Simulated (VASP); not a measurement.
Wanted: the native input for a VASP 6.6.1 run.

```yaml
Task: single point
Functional: PBE
Dispersion: D3(BJ)
Potentials_or_basis: VASP PAW PBE potentials, release 64 (Si, C)
Cutoff: 520 eV
k_mesh: 10 × 10 × 10
Occupations: gaussian, width 0.05 eV
Spin: no spin polarisation
Dipole_correction: no
Further_INCAR_settings: ALGO = Normal; EDIFF = 1e-06; NBANDS = 11
```

The structure of SiC lies in POSCAR:

```
SiC
1.0
    0.0000000000      2.1762270295      2.1762270295
    2.1762270295      0.0000000000      2.1762270295
    2.1762270295      2.1762270295      0.0000000000
Si C
1 1
Direct
    0.0000000000      0.0000000000      0.0000000000
    0.7500000000      0.7500000000      0.7500000000
```

These files were run (other wordings do the same):

INCAR

```
  PREC = Accurate
  ENCUT = 520
  EDIFF = 1E-6
  ISMEAR = 0
  SIGMA = 0.05
  LREAL = False
  LASPH = True
  NELM = 100
  ALGO = Normal
  ISIF = 2
  LWAVE = False
  LCHARG = False
  GGA = PE
  IVDW = 12
  NBANDS = 11
```

KPOINTS

```
regular mesh
0
Gamma
  10 10 10
```

Potentials or basis: VASP PAW PBE potentials, release 64 (Si, C).

Run with:

```bash
$ cat potpaw_PBE.64/Si/POTCAR potpaw_PBE.64/C/POTCAR > POTCAR
$ mpirun -np 1 vasp_std > vasp.out
```

Results of the run:

```json
{
 "Pressure": "-0.6 GPa",
 "Band gap on the k mesh": "1.35 eV, indirect (least direct gap 4.55 eV)",
 "Dispersion energy per atom": "-0.302 eV"
}
```

Caveat: three body term missing.

Run time: 22 s on 1 thread of AMD EPYC 7R13, on a shared host, peak memory 0.12 GiB.
